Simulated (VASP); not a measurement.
# Si (I4/mmm) in VASP: a series of runs

The runs below take Si through single point, with r2SCAN.

Program: VASP 6.6.1. These are calculated values, not measurements. Logs are shortened: lines on timing, memory, paths and dates and some standing lists are left out, and cuts for length are marked.

**1. The cell of the first run**

Symmetry: I4/mmm, No. 139, tetragonal system. Conventional cell: a = 6.555 Å, b = 6.555 Å, c = 3.728 Å, α = 90.00°, β = 90.00°, γ = 90.00°. Si (site symmetry m2m) has 4 Si at 2.28 to 2.34 Å within 3.0 Å.

**2. Single point, r2SCAN (strain -0.015 along x and y, -0.030 along z)**

File POSCAR:

```
Si
1.0
   -3.2774197096      3.2774197096      1.8642241059
    3.2774197096     -3.2774197096      1.8642241059
    3.2774197096      3.2774197096     -1.8642241059
Si
4
Direct
    0.1787531995      0.1787531995      0.3575063991
    0.8212468005      0.8212468005      0.6424936010
    0.1787531995      0.8212468005      0.0000000000
    0.8212468005      0.1787531995      0.0000000000
```

File INCAR.step1:

```
SYSTEM = Si
ALGO = Normal
EDIFF = 1E-4
ENCUT = 520
GGA = PE
ISMEAR = 0
LASPH = .TRUE.
LCHARG = .FALSE.
LREAL = .FALSE.
LWAVE = .TRUE.
NBANDS = 16
NELM = 100
PREC = Accurate
SIGMA = 0.05
```

File INCAR.step2:

```
SYSTEM = Si
ALGO = Normal
EDIFF = 1E-6
ENCUT = 520
ISIF = 2
ISMEAR = 0
ISTART = 1
LASPH = .TRUE.
LCHARG = .FALSE.
LMIXTAU = .TRUE.
LREAL = .FALSE.
LWAVE = .FALSE.
METAGGA = R2SCAN
NBANDS = 16
NELM = 100
PREC = Accurate
SIGMA = 0.05
```

File KPOINTS:

```
k-points
0
G
  10 10 10
  0 0 0
```

Potentials or basis: VASP PAW PBE potentials, release 64 (Si).

Command:

```
$ cat potpaw_PBE.64/Si/POTCAR > POTCAR
$ cp INCAR.step1 INCAR
$ mpirun -np 1 vasp_std > vasp.out
$ cp INCAR.step2 INCAR
$ mpirun -np 1 vasp_std > vasp.out
```

OUTCAR:

```text
SYSTEM = Si
   EDIFF = 1E-6
   ENCUT = 520
   ISIF = 2
   ISMEAR = 0
   ISTART = 1
   LASPH = .TRUE.
   LREAL = .FALSE.
   METAGGA = R2SCAN
   NELM = 100
   PREC = Accurate

 ion  position               nearest neighbor table
   1  0.179  0.179  0.358-   2 2.28   2 2.28   3 2.34   4 2.34
   2  0.821  0.821  0.642-   1 2.28   1 2.28   4 2.34   3 2.34
   3  0.179  0.821  0.000-   4 2.28   4 2.28   2 2.34   1 2.34
   4  0.821  0.179  0.000-   3 2.28   3 2.28   2 2.34   1 2.34

  LATTYP: Found a body centered tetragonal cell.
 ALAT       =     6.5548394192
 C/A-ratio  =     0.5688084747

  Lattice vectors:

 A1 = (  -3.2774197096,   3.2774197096,   1.8642241059)
 A2 = (   3.2774197096,  -3.2774197096,   1.8642241059)
 A3 = (   3.2774197096,   3.2774197096,  -1.8642241059)

Analysis of symmetry for initial positions (statically):
=====================================================================
 Subroutine PRICEL returns:
 Original cell was already a primitive cell.

 Routine SETGRP: Setting up the symmetry group for a
 body centered tetragonal supercell.

 Subroutine GETGRP returns: Found 16 space group operations
 (whereof 16 operations were pure point group operations)
 out of a pool of 16 trial point group operations.

The static configuration has the point symmetry D_4h.

Analysis of symmetry for dynamics (positions and initial velocities):
=====================================================================
 Subroutine PRICEL returns:
 Original cell was already a primitive cell.

 Routine SETGRP: Setting up the symmetry group for a
 body centered tetragonal supercell.

 Subroutine GETGRP returns: Found 16 space group operations
 (whereof 16 operations were pure point group operations)
 out of a pool of 16 trial point group operations.

The dynamic configuration has the point symmetry D_4h.

 Subroutine INISYM returns: Found 16 space group operations
 (whereof 16 operations are pure point group operations),
 and found     1 'primitive' translations

----------------------------------------------------------------------------------------

                                     Primitive cell

  volume of cell :      80.0981

  direct lattice vectors                    reciprocal lattice vectors
    -3.277419710  3.277419710  1.864224106     0.000000000  0.152559039  0.268208097
     3.277419710 -3.277419710  1.864224106     0.152559039  0.000000000  0.268208097
     3.277419710  3.277419710 -1.864224106     0.152559039  0.152559039  0.000000000

  length of vectors
     4.995827401  4.995827401  4.995827401     0.308560924  0.308560924  0.215751061

  position of ions in fractional coordinates (direct lattice)
     0.178753200  0.178753200  0.357506399
     0.821246800  0.821246800  0.642493601
     0.178753200  0.821246800  0.000000000
     0.821246800  0.178753200  0.000000000

  ion indices of the primitive-cell ions
   primitive index   ion index
                 1           1
                 2           2
                 3           3
                 4           4

----------------------------------------------------------------------------------------

 KPOINTS: k-points

Automatic generation of k-mesh.
 Grid dimensions read from file:
 generate k-points for:   10   10   10

 Generating k-lattice:

  Cartesian coordinates                     Fractional coordinates (reciprocal lattice)
     0.000000000  0.015255904  0.026820810     0.100000000  0.000000000  0.000000000
     0.015255904  0.000000000  0.026820810     0.000000000  0.100000000  0.000000000
     0.015255904  0.015255904  0.000000000     0.000000000  0.000000000  0.100000000

  Length of vectors
     0.030856092  0.030856092  0.021575106

  Shift w.r.t. Gamma in fractional coordinates (k-lattice)
     0.000000000  0.000000000  0.000000000

 Subroutine IBZKPT returns following result:
 ===========================================

 Found    102 irreducible k-points:

 Following reciprocal coordinates:
            Coordinates               Weight
  0.000000  0.000000  0.000000      1.000000
  0.100000  0.000000 -0.000000      8.000000
  0.200000  0.000000 -0.000000      8.000000
  0.300000 -0.000000  0.000000      8.000000
  0.400000  0.000000 -0.000000      8.000000
  0.500000  0.000000  0.000000      4.000000
[... 16 lines left out ...]
  0.300000  0.300000  0.000000      8.000000
  0.400000  0.300000 -0.000000     16.000000
 [... further k-points ...]
   k-points           NKPTS =    102   k-points in BZ     NKDIM =    102   number of bands    NBANDS=     16
   number of dos      NEDOS =    301   number of ions     NIONS =      4
   total plane-waves  NPLWV =  64000
   dimension x,y,z NGX =    40 NGY =   40 NGZ =   40
   dimension x,y,z NGXF=    80 NGYF=   80 NGZF=   80
   ions per type =               4
   NGX,Y,Z   is equivalent  to a cutoff of  13.31, 13.31, 13.31 a.u.
   NGXF,Y,Z  is equivalent  to a cutoff of  26.62, 26.62, 26.62 a.u.
 SYSTEM =  Si
   PREC   = accura    normal or accurate (medium, high low for compatibility)
   ISTART =      1    job   : 0-new  1-cont  2-samecut
   ICHARG =      0    charge: 1-file 2-atom 10-const
   ISPIN  =      1    spin polarized calculation?
   LNONCOLLINEAR =      F non collinear calculations
   LSORBIT =      F    spin-orbit coupling
   LASPH  =      T    aspherical Exc in radial PAW
   ENCUT  =  520.0 eV  38.22 Ry    6.18 a.u.   9.29  9.29  9.29*2*pi/ulx,y,z
   NELM   =    100;   NELMIN=  2; NELMDL=  0     # of ELM steps
   EDIFF  = 0.1E-05   stopping-criterion for ELM
   LREAL  =      F    real-space projection
   EDIFFG = 0.1E-04   stopping-criterion for IOM
   NSW    =      0    number of steps for IOM
   IBRION =     -1    ionic relax: 0-MD 1-quasi-New 2-CG
   NFREE  =      0    steps in history (QN), initial steepest desc. (CG)
   ISIF   =      2    stress and relaxation
   ISYM   =      2    0-nonsym 1-usesym 2-fastsym
   POTIM  = 0.5000    time-step for ionic-motion
   TEBEG  =    0.0;   TEEND  =   0.0 temperature during run
   PSTRESS=    0.0 pullay stress
   NELECT =      16.0000    total number of electrons
   NUPDOWN=      -1.0000    fix difference up-down
   EMIN   =  10.00;   EMAX   =-10.00  energy-range for DOS
   EFERMI =   0.00;   METHOD = LEGACY
   ISMEAR =     0;   SIGMA  =   0.05  broadening in eV -4-tet -1-fermi 0-gaus
   EFERMI_NEDOS =   21; number of points for ismear=-14 and -15
   IALGO  =     38    algorithm
   IMIX   =      4    mixing-type and parameters
     AMIX     =   0.40;   BMIX     =  1.00
     AMIX_MAG =   1.60;   BMIX_MAG =  1.00
  volume/ion in A,a.u.               =      20.02       135.13
  Fermi-wavevector in a.u.,A,eV,Ry     =   0.956990  1.808449 12.460623  0.915830
  Thomas-Fermi vector in A             =   2.085968
   LORBIT       =      0    0 simple, 1 ext, 2 COOP (PROOUT), +10 PAW based schemes
   METAGGA = R2SCAN    functional components
   LHFCALC =     F    Hartree Fock is set to
   AEXX    =    0.0000 exact exchange contribution
   IVDW    =     0    specifies the selected vdW correction
   LEPSILON=     F    determine dielectric tensor
   LRPA    =     F    only Hartree local field effects (RPA)
 non-spin polarized calculation
 Gauss-broadening in eV      SIGMA  =   0.05
  energy-cutoff  :      520.00
  volume of cell :       80.10
 maximum number of plane-waves:      2178
 NGX is ok and might be reduce to    40
   NGX = 19   NGY = 19   NGZ = 19

 number of electron      16.0000000 magnetization

 Free energy of the ion-electron system (eV)
  ---------------------------------------------------
  ext. energy  EPLUGINS =         0.00000000
  ---------------------------------------------------
  free energy    TOTEN  =       -34.53475538 eV

  energy without entropy =      -34.53475538  energy(sigma->0) =      -34.53475538

 E-fermi :   6.1206     XC(G=0):  -9.7691

 val. band max:        5.9589228967   @ k =   0.5000   0.5000   0.5000
 cond. band min:       6.2923629362   @ k =  -0.1000  -0.2000   0.1000
 fundamental gap:      0.3334400395
 Fermi energy:         6.1206493159

 k-point     1 :       0.0000    0.0000    0.0000
  band No.  band energies     occupation
      1      -7.0937      2.00000
      2      -2.4715      2.00000
      3      -0.0110      2.00000
      4      -0.0110      2.00000
      5       1.7771      2.00000
      6       4.4098      2.00000
[... 8 lines left out ...]
     15      11.8290      0.00000
     16      13.6908      0.00000

 k-point     2 :       0.1000    0.0000   -0.0000
  band No.  band energies     occupation
      1      -6.9689      2.00000
      2      -2.4960      2.00000
      3      -0.1546      2.00000
      4       0.1869      2.00000
      5       1.8930      2.00000
      6       3.7211      2.00000
[... 8 lines left out ...]
     15      11.2959      0.00000
     16      14.3153      0.00000

 k-point     3 :       0.2000    0.0000   -0.0000
  band No.  band energies     occupation
      1      -6.6006      2.00000
      2      -2.5008      2.00000
      3      -0.5639      2.00000
      4       0.5464      2.00000
      5       2.0806      2.00000
      6       2.5030      2.00000
[... 8 lines left out ...]
     15      11.6765      0.00000
     16      13.7128      0.00000

 k-point     4 :       0.3000   -0.0000    0.0000
  band No.  band energies     occupation
      1      -6.0130      2.00000
      2      -2.3916      2.00000
      3      -1.3063      2.00000
      4       0.3586      2.00000
      5       1.5811      2.00000
      6       2.1854      2.00000
[... 8 lines left out ...]
     15      12.9196      0.00000
     16      13.6722      0.00000
[... 324 lines left out ...]
 k-point    22 :      -0.2000    0.2000    0.0000
  band No.  band energies     occupation
      1      -6.8551      2.00000
      2      -3.3277      2.00000
      3       0.0224      2.00000
      4       0.1871      2.00000
      5       2.8129      2.00000
      6       4.1830      2.00000
[... 8 lines left out ...]
     15      12.3103      0.00000
     16      14.5194      0.00000

 k-point    23 :       0.3000    0.3000    0.0000
  band No.  band energies     occupation
      1      -4.7466      2.00000
      2      -3.2844      2.00000
      3      -2.3701      2.00000
      4      -0.0944      2.00000
      5       1.0217      2.00000
      6       2.8157      2.00000
[... 8 lines left out ...]
     15      13.0305      0.00000
     16      14.7199      0.00000

 k-point    24 :       0.4000    0.3000   -0.0000
  band No.  band energies     occupation
      1      -5.2096      2.00000
      2      -3.9408      2.00000
      3      -1.6096      2.00000
      4       0.6392      2.00000
      5       1.3053      2.00000
      6       2.6410      2.00000
[... 8 lines left out ...]
     15      12.7168      0.00000
     16      13.7417      0.00000

 [... further k-points ...]
[... 5 lines left out ...]
  --------------------------------------------------------------------------------------
  -------------------------------------------------------------------------------------
  Total        2.3948180      2.3948180      4.2676749      0.0000000      0.0000000      0.0000000
  in kB       47.9027969     47.9027969     85.3649666      0.0000000      0.0000000      0.0000000
  external PRESSURE =      60.3901868 kB  Pullay stress =       0.0000000 kB

 VOLUME and BASIS-vectors are now :
 -----------------------------------------------------------------------------
  energy-cutoff  :      520.00
  volume of cell :       80.10
      direct lattice vectors                 reciprocal lattice vectors
    -3.277419710  3.277419710  1.864224106     0.000000000  0.152559039  0.268208097
     3.277419710 -3.277419710  1.864224106     0.152559039  0.000000000  0.268208097
     3.277419710  3.277419710 -1.864224106     0.152559039  0.152559039  0.000000000

 POSITION                                       TOTAL-FORCE (eV/Angst)
 -----------------------------------------------------------------------------------
      1.17170      1.17170     -0.00000        -0.083162     -0.083162     -0.000000
      2.10572      2.10572      1.86422         0.083162      0.083162      0.000000
      2.10572     -2.10572      1.86422         0.083162     -0.083162     -0.000000
     -2.10572      2.10572      1.86422        -0.083162      0.083162     -0.000000
 -----------------------------------------------------------------------------------
    total drift:                               -0.000000     -0.000000      0.000000

  FREE ENERGIE OF THE ION-ELECTRON SYSTEM (eV)
  ---------------------------------------------------
  free  energy   TOTEN  =       -34.5347553840 eV

  energy  without entropy=      -34.5347553807  energy(sigma->0) =      -34.53475538
```

It took 11 min on 1 thread of Intel Xeon Platinum 8259CL at 2.50GHz (Skylake/Cascade Lake), shared host; peak memory 0.29 GiB.

Results:

| Item | Value |
| --- | --- |
| Free energy | -34.5348 eV |
| Pressure | 6.0 GPa |
| Largest force | 0.118 eV/Å |
| Band gap on the k mesh | 0.33 eV (least direct gap 0.73 eV) |

Forces on the atoms (eV/Å):
```
Si  -0.083 -0.083  0.000
Si   0.083  0.083  0.000
Si   0.083 -0.083  0.000
Si  -0.083  0.083  0.000
```

Levels at points of the mesh, in eV from the valence-band top:
```tsv
k point	band 4	band 5	band 6	band 7	band 8	band 9	band 10	band 11	band 12	band 13
(0.00, 0.00, 0.00)	-5.97	-4.18	-1.55	-1.55	-0.61	1.67	1.91	1.91	2.69	2.69
(0.50, 0.00, 0.00)	-6.59	-4.83	-3.82	-2.63	-1.62	0.94	2.70	3.24	3.72	4.64
(0.50, 0.50, 0.00)	-5.19	-3.21	-2.14	-2.10	-1.70	2.09	2.19	2.30	4.40	4.78
(0.50, 0.50, 0.50)	-5.57	-3.12	-0.17	0.00	0.00	0.73	3.72	4.22	4.70	4.97
```

Caveat: the cell differs from its parent crystal (strain -0.015 along x and y, -0.030 along z); the cell stands under pressure; the PAW data sets were made with another functional, which shifts forces and pressure a little.

[end of part 1 of 2]
